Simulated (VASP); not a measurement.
# Ti3Al (Fm-3m) in VASP: further runs

Ti3Al is run at these levels: PBEsol; tasks: single point, relaxation of volume and atoms at fixed shape.

Program: VASP 6.6.1. These are calculated values, not measurements. Logs are shortened: lines on timing, memory, paths and dates and some standing lists are left out, and cuts for length are marked.

### Step 1. The cell of the first run

Symmetry: Fm-3m, No. 225, cubic system. Conventional cell: a = 6.370 Å, b = 6.370 Å, c = 6.370 Å, α = 90.00°, β = 90.00°, γ = 90.00°. Within 3.6 Å of Ti (site symmetry -43m) lie 4 Al at 2.76 Å and 10 Ti at 2.76 to 3.19 Å. Within 3.6 Å of Ti (site symmetry m-3m) lie 8 Ti at 2.76 Å and 6 Al at 3.19 Å. Within 3.6 Å of Al (site symmetry m-3m) lie 14 Ti at 2.76 to 3.19 Å.

### Step 2. Single point, PBEsol

The input, INCAR:

```
SYSTEM = Ti3Al
PREC = Accurate
ENCUT = 520
EDIFF = 1E-6
ISMEAR = 0
SIGMA = 0.1
LREAL = .False.
LASPH = .True.
NELM = 60
ALGO = Normal
ISIF = 2
LWAVE = .False.
LCHARG = .False.
GGA = PS
NBANDS = 28
```

The input, KPOINTS:

```
regular mesh
0
Gamma
  5 5 5
  0 0 0
```

The input, POSCAR:

```
Ti3Al
1.0
    0.0000000000      3.1851261965      3.1851261965
    3.1851261965      0.0000000000      3.1851261965
    3.1851261965      3.1851261965      0.0000000000
Ti Al
3 1
Direct
    0.7500000000      0.7500000000      0.7500000000
    0.2500000000      0.2500000000      0.2500000000
    0.0000000000      0.0000000000      0.0000000000
    0.5000000000      0.5000000000      0.5000000000
```

Potentials or basis: VASP PAW PBE potentials, release 64 (Ti_sv, Al).

On the command line:

```sh
$ cat potpaw_PBE.64/Ti_sv/POTCAR potpaw_PBE.64/Al/POTCAR > POTCAR
$ mpirun -np 1 vasp_std > vasp.out
```

OUTCAR:

```text
SYSTEM = Ti3Al
   PREC = Accurate
   ENCUT = 520
   EDIFF = 1E-6
   ISMEAR = 0
   LREAL = .False.
   LASPH = .True.
   NELM = 60
   ISIF = 2
   GGA = PS

 ion  position               nearest neighbor table
   1  0.750  0.750  0.750-   4 2.76   4 2.76   3 2.76   3 2.76   4 2.76   3 2.76   4 2.76   3 2.76

   2  0.250  0.250  0.250-   3 2.76   3 2.76   4 2.76   4 2.76   4 2.76   4 2.76   3 2.76   3 2.76

   3  0.000  0.000  0.000-   1 2.76   1 2.76   2 2.76   2 2.76   2 2.76   2 2.76   1 2.76   1 2.76

   4  0.500  0.500  0.500-   2 2.76   2 2.76   1 2.76   1 2.76   2 2.76   1 2.76   2 2.76   1 2.76

  LATTYP: Found a face centered cubic cell.
 ALAT       =     6.3702523930

  Lattice vectors:

 A1 = (   0.0000000000,   3.1851261965,   3.1851261965)
 A2 = (   3.1851261965,   0.0000000000,   3.1851261965)
 A3 = (   3.1851261965,   3.1851261965,   0.0000000000)

Analysis of symmetry for initial positions (statically):
=====================================================================
 Subroutine PRICEL returns:
 Original cell was already a primitive cell.

 Routine SETGRP: Setting up the symmetry group for a
 face centered cubic supercell.

 Subroutine GETGRP returns: Found 48 space group operations
[... 9 lines left out ...]

 Routine SETGRP: Setting up the symmetry group for a
 face centered cubic supercell.

 Subroutine GETGRP returns: Found 48 space group operations
[... 11 lines left out ...]
                                     Primitive cell

  volume of cell :      64.6264

  direct lattice vectors                    reciprocal lattice vectors
     0.000000000  3.185126197  3.185126197    -0.156979651  0.156979651  0.156979651
     3.185126197  0.000000000  3.185126197     0.156979651 -0.156979651  0.156979651
     3.185126197  3.185126197  0.000000000     0.156979651  0.156979651 -0.156979651

  length of vectors
     4.504448665  4.504448665  4.504448665     0.271896732  0.271896732  0.271896732

  position of ions in fractional coordinates (direct lattice)
     0.750000000  0.750000000  0.750000000
     0.250000000  0.250000000  0.250000000
     0.000000000  0.000000000  0.000000000
     0.500000000  0.500000000  0.500000000

  ion indices of the primitive-cell ions
   primitive index   ion index
                 1           1
                 2           2
                 3           3
                 4           4

----------------------------------------------------------------------------------------

 KPOINTS: regular mesh

Automatic generation of k-mesh.
 Grid dimensions read from file:
 generate k-points for:    5    5    5

 Generating k-lattice:

  Cartesian coordinates                     Fractional coordinates (reciprocal lattice)
    -0.031395930  0.031395930  0.031395930     0.200000000  0.000000000  0.000000000
     0.031395930 -0.031395930  0.031395930     0.000000000  0.200000000  0.000000000
     0.031395930  0.031395930 -0.031395930     0.000000000  0.000000000  0.200000000

  Length of vectors
     0.054379346  0.054379346  0.054379346

  Shift w.r.t. Gamma in fractional coordinates (k-lattice)
     0.000000000  0.000000000  0.000000000

 Subroutine IBZKPT returns following result:
 ===========================================

 Found     10 irreducible k-points:

 Following reciprocal coordinates:
            Coordinates               Weight
  0.000000  0.000000  0.000000      1.000000
  0.200000  0.000000  0.000000      8.000000
  0.400000  0.000000  0.000000      8.000000
  0.200000  0.200000  0.000000      6.000000
  0.400000  0.200000  0.000000     24.000000
 -0.400000  0.200000  0.000000     24.000000
 -0.200000  0.200000  0.000000     12.000000
  0.400000  0.400000  0.000000      6.000000
 -0.400000  0.400000  0.000000     12.000000
 -0.400000  0.400000  0.200000     24.000000
   k-points           NKPTS =     10   k-points in BZ     NKDIM =     10   number of bands    NBANDS=     28
   number of dos      NEDOS =    301   number of ions     NIONS =      4
   total plane-waves  NPLWV =  46656
   dimension x,y,z NGX =    36 NGY =   36 NGZ =   36
   dimension x,y,z NGXF=    72 NGYF=   72 NGZF=   72
   ions per type =               3   1
   NGX,Y,Z   is equivalent  to a cutoff of  13.29, 13.29, 13.29 a.u.
   NGXF,Y,Z  is equivalent  to a cutoff of  26.57, 26.57, 26.57 a.u.
 SYSTEM =  Ti3Al
   PREC   = accura    normal or accurate (medium, high low for compatibility)
   ISTART =      0    job   : 0-new  1-cont  2-samecut
   ICHARG =      2    charge: 1-file 2-atom 10-const
   ISPIN  =      1    spin polarized calculation?
   LNONCOLLINEAR =      F non collinear calculations
   LSORBIT =      F    spin-orbit coupling
   LASPH  =      T    aspherical Exc in radial PAW
   ENCUT  =  520.0 eV  38.22 Ry    6.18 a.u.   8.38  8.38  8.38*2*pi/ulx,y,z
   NELM   =     60;   NELMIN=  2; NELMDL= -5     # of ELM steps
   EDIFF  = 0.1E-05   stopping-criterion for ELM
   LREAL  =      F    real-space projection
   EDIFFG = 0.1E-04   stopping-criterion for IOM
   NSW    =      0    number of steps for IOM
   IBRION =     -1    ionic relax: 0-MD 1-quasi-New 2-CG
   NFREE  =      0    steps in history (QN), initial steepest desc. (CG)
   ISIF   =      2    stress and relaxation
   ISYM   =      2    0-nonsym 1-usesym 2-fastsym
   POTIM  = 0.5000    time-step for ionic-motion
   TEBEG  =    0.0;   TEEND  =   0.0 temperature during run
   PSTRESS=    0.0 pullay stress
   NELECT =      39.0000    total number of electrons
   NUPDOWN=      -1.0000    fix difference up-down
   EMIN   =  10.00;   EMAX   =-10.00  energy-range for DOS
   EFERMI =   0.00;   METHOD = LEGACY
   ISMEAR =     0;   SIGMA  =   0.10  broadening in eV -4-tet -1-fermi 0-gaus
   EFERMI_NEDOS =   21; number of points for ismear=-14 and -15
   IALGO  =     38    algorithm
   IMIX   =      4    mixing-type and parameters
     AMIX     =   0.40;   BMIX     =  1.00
     AMIX_MAG =   1.60;   BMIX_MAG =  1.00
  volume/ion in A,a.u.               =      16.16       109.03
  Fermi-wavevector in a.u.,A,eV,Ry     =   1.383438  2.614319 26.040203  1.913901
  Thomas-Fermi vector in A             =   2.508036
   LORBIT       =      0    0 simple, 1 ext, 2 COOP (PROOUT), +10 PAW based schemes
   GGA     = PS    functional components
   LHFCALC =     F    Hartree Fock is set to
   AEXX    =    0.0000 exact exchange contribution
   IVDW    =     0    specifies the selected vdW correction
   LEPSILON=     F    determine dielectric tensor
   LRPA    =     F    only Hartree local field effects (RPA)
 non-spin polarized calculation
 Gauss-broadening in eV      SIGMA  =   0.10
  energy-cutoff  :      520.00
  volume of cell :       64.63
 maximum number of plane-waves:      1807
 NGX is ok and might be reduce to    36
   NGX = 17   NGY = 17   NGZ = 17

 number of electron      39.0000009 magnetization

 Free energy of the ion-electron system (eV)
  ---------------------------------------------------
  ext. energy  EPLUGINS =         0.00000000
  ---------------------------------------------------
  free energy    TOTEN  =       -29.69485535 eV

  energy without entropy =      -29.64845065  energy(sigma->0) =      -29.67165300

 E-fermi :   8.4057     XC(G=0): -11.5746

 val. band max:        8.3661727811   @ k =   0.2000   0.0000   0.0000
 cond. band min:       8.4129137300   @ k =   0.4000   0.2000   0.0000
 fundamental gap:      0.0467409489
 Fermi energy:         8.4057446829

 k-point     1 :       0.0000    0.0000    0.0000
  band No.  band energies     occupation
      1     -47.8657      2.00000
      2     -47.7811      2.00000
      3     -47.5525      2.00000
      4     -24.2671      2.00000
      5     -24.2671      2.00000
      6     -24.2671      2.00000
[... 20 lines left out ...]
     27      11.6539      0.00000
     28      11.6539      0.00000

 k-point     2 :       0.2000    0.0000    0.0000
  band No.  band energies     occupation
      1     -47.8524      2.00000
      2     -47.7852      2.00000
      3     -47.5619      2.00000
      4     -24.3312      2.00000
      5     -24.3132      2.00000
      6     -24.3132      2.00000
[... 20 lines left out ...]
     27      11.6656      0.00000
     28      11.6656      0.00000

 k-point     3 :       0.4000    0.0000    0.0000
  band No.  band energies     occupation
      1     -47.8241      2.00000
      2     -47.7969      2.00000
      3     -47.5789      2.00000
      4     -24.3496      2.00000
      5     -24.3496      2.00000
      6     -24.3236      2.00000
[... 20 lines left out ...]
     27      11.4064      0.00000
     28      11.4064      0.00000

 k-point     4 :       0.2000    0.2000    0.0000
  band No.  band energies     occupation
      1     -47.8483      2.00000
      2     -47.7860      2.00000
      3     -47.5653      2.00000
      4     -24.3656      2.00000
      5     -24.3656      2.00000
      6     -24.2715      2.00000
[... 20 lines left out ...]
     27      11.6315      0.00000
     28      11.6957      0.00000

 k-point     5 :       0.4000    0.2000    0.0000
  band No.  band energies     occupation
      1     -47.8259      2.00000
      2     -47.7932      2.00000
      3     -47.5808      2.00000
      4     -24.3983      2.00000
      5     -24.3896      2.00000
      6     -24.2971      2.00000
[... 20 lines left out ...]
     27      11.4604      0.00000
     28      11.5106      0.00000

 k-point     6 :      -0.4000    0.2000    0.0000
  band No.  band energies     occupation
      1     -47.8110      2.00000
      2     -47.8017      2.00000
      3     -47.5873      2.00000
      4     -24.3843      2.00000
      5     -24.3835      2.00000
      6     -24.3094      2.00000
[... 20 lines left out ...]
     27      11.4988      0.00000
     28      11.5346      0.00000

 k-point     7 :      -0.2000    0.2000    0.0000
  band No.  band energies     occupation
      1     -47.8344      2.00000
      2     -47.7909      2.00000
      3     -47.5745      2.00000
      4     -24.3667      2.00000
      5     -24.3436      2.00000
      6     -24.3317      2.00000
[... 20 lines left out ...]
     27      11.5036      0.00000
     28      11.8283      0.00000

 k-point     8 :       0.4000    0.4000    0.0000
  band No.  band energies     occupation
      1     -47.8160      2.00000
      2     -47.7938      2.00000
      3     -47.5903      2.00000
      4     -24.4430      2.00000
      5     -24.4430      2.00000
      6     -24.2818      2.00000
[... 20 lines left out ...]
     27      11.3239      0.00000
     28      11.5957      0.00000

 k-point     9 :      -0.4000    0.4000    0.0000
  band No.  band energies     occupation
      1     -47.8069      2.00000
      2     -47.7984      2.00000
      3     -47.5948      2.00000
      4     -24.4361      2.00000
      5     -24.4343      2.00000
      6     -24.2728      2.00000
[... 20 lines left out ...]
     27      11.3408      0.00000
     28      11.6824      0.00000

 k-point    10 :      -0.4000    0.4000    0.2000
  band No.  band energies     occupation
      1     -47.8093      2.00000
      2     -47.7988      2.00000
      3     -47.5919      2.00000
      4     -24.4466      2.00000
      5     -24.3598      2.00000
      6     -24.3072      2.00000
[... 20 lines left out ...]
     27      11.3141      0.00000
     28      11.5774      0.00000

------------------------ aborting loop because EDIFF is reached ----------------------------------------

  FORCE on cell =-STRESS in cart. coord.  units (eV):
  Direction    XX          YY          ZZ          XY          YZ          ZX
  --------------------------------------------------------------------------------------
  -------------------------------------------------------------------------------------
  Total       -0.0359710     -0.0359710     -0.0359710     -0.0000000     -0.0000000     -0.0000000
  in kB       -0.8917716     -0.8917716     -0.8917716     -0.0000000     -0.0000000     -0.0000000
  external PRESSURE =      -0.8917716 kB  Pullay stress =       0.0000000 kB

 VOLUME and BASIS-vectors are now :
 -----------------------------------------------------------------------------
  energy-cutoff  :      520.00
  volume of cell :       64.63
      direct lattice vectors                 reciprocal lattice vectors
     0.000000000  3.185126197  3.185126197    -0.156979651  0.156979651  0.156979651
     3.185126197  0.000000000  3.185126197     0.156979651 -0.156979651  0.156979651
     3.185126197  3.185126197  0.000000000     0.156979651  0.156979651 -0.156979651

 POSITION                                       TOTAL-FORCE (eV/Angst)
 -----------------------------------------------------------------------------------
      4.77769      4.77769      4.77769         0.000000     -0.000000      0.000000
      1.59256      1.59256      1.59256        -0.000000      0.000000     -0.000000
      0.00000      0.00000      0.00000        -0.000000     -0.000000      0.000000
      3.18513      3.18513      3.18513        -0.000000     -0.000000      0.000000
 -----------------------------------------------------------------------------------
    total drift:                                0.000000      0.000000      0.000000

  FREE ENERGIE OF THE ION-ELECTRON SYSTEM (eV)
  ---------------------------------------------------
  free  energy   TOTEN  =       -29.6948553460 eV

  energy  without entropy=      -29.6484506458  energy(sigma->0) =      -29.67165300
```

Run time: 25 s. Hardware: 1 thread of Intel Xeon 6975P-C, shared host; peak memory 0.2 GiB.

What came out:

- Free energy: -29.6949 eV
- Pressure: -0.1 GPa

Levels at points of the mesh, in eV from the Fermi level:
```csv
k point,band 17,band 18,band 19,band 20,band 21,band 22
"(0.00, 0.00, 0.00)",-1.73,-1.73,0.04,0.04,0.04,2.38
```

Caveat: the PAW data sets were made with another functional, which shifts forces and pressure a little.

### Step 3. Relaxation of volume and atoms at fixed shape, PBEsol

This run uses another cell than the first one, of 16.88 Å³/atom, 1.045 times its volume.

The input, INCAR:

```
ALGO = Normal ; EDIFF = 1E-7
EDIFFG = -0.02 ; ENCUT = 600
GGA = PS ; IBRION = 2
ISIF = 8 ; ISMEAR = 0
LASPH = True ; LCHARG = False
LREAL = False ; LWAVE = False
NELM = 80 ; NSW = 80
PREC = Accurate ; SIGMA = 0.1
```

The input, KPOINTS:

```
k-points
0
Gamma
  5 5 5
```

The input, POSCAR:

```
Ti3Al
1.0
    0.0000000000      3.2317810000      3.2317810000
    3.2317810000      0.0000000000      3.2317810000
    3.2317810000      3.2317810000      0.0000000000
Ti Al
3 1
Direct
    0.7500000000      0.7500000000      0.7500000000
    0.2500000000      0.2500000000      0.2500000000
    0.0000000000      0.0000000000      0.0000000000
    0.5000000000      0.5000000000      0.5000000000
```

Potentials or basis: VASP PAW PBE potentials, release 64 (Ti_sv, Al).

On the command line:

```sh
$ cat potpaw_PBE.64/Ti_sv/POTCAR potpaw_PBE.64/Al/POTCAR > POTCAR
$ mpirun -np 1 vasp_std > vasp.out
```

Wall time 1.8 min (1 thread of Intel Xeon 6975P-C, shared host); peak memory 0.25 GiB.

It converged, with:

```
Free energy                            : -29.6961 eV
Relaxed volume                         : 16.14 Å³/atom
Relaxed cell                           : a = 4.503 Å, b = 4.503 Å, c = 4.503 Å, α = 60.00°, β = 60.00°, γ = 60.00°
Space group after relaxing (to 0.05 Å) : Fm-3m (No. 225)
Energy gained by relaxing              : 11.6 meV/atom
Ionic steps                            : 3
Pressure after relaxing                : 0.0 GPa
```

Step by step:
| step | energy change (eV) | largest force (eV/Å) | pressure (GPa) | volume (Å³) |
| --- | --- | --- | --- | --- |
| 1 | 0.0000 | 0.0000 | -4.90 | 67.51 |
| 2 | -0.0228 | 0.0000 | 3.93 | 62.59 |
| 3 | -0.0465 | 0.0000 | -0.02 | 64.58 |

Final structure:
```
Ti Al
1.0
     0.00000    3.18431    3.18431
     3.18431    0.00000    3.18431
     3.18431    3.18431    0.00000
Ti Al
3 1
Cartesian
  4.7765 4.7765 4.7765
  1.5922 1.5922 1.5922
  0.0000 0.0000 0.0000
  3.1843 3.1843 3.1843
```

Levels at points of the mesh, in eV from the Fermi level:
```tsv
k point	band 15	band 16	band 17	band 18	band 19	band 20	band 21	band 22	band 23
(0.00, 0.00, 0.00)	-1.74	-1.74	-1.73	-1.73	0.04	0.04	0.04	2.38	2.38
```

Caveat: the PAW data sets were made with another functional, which shifts forces and pressure a little.
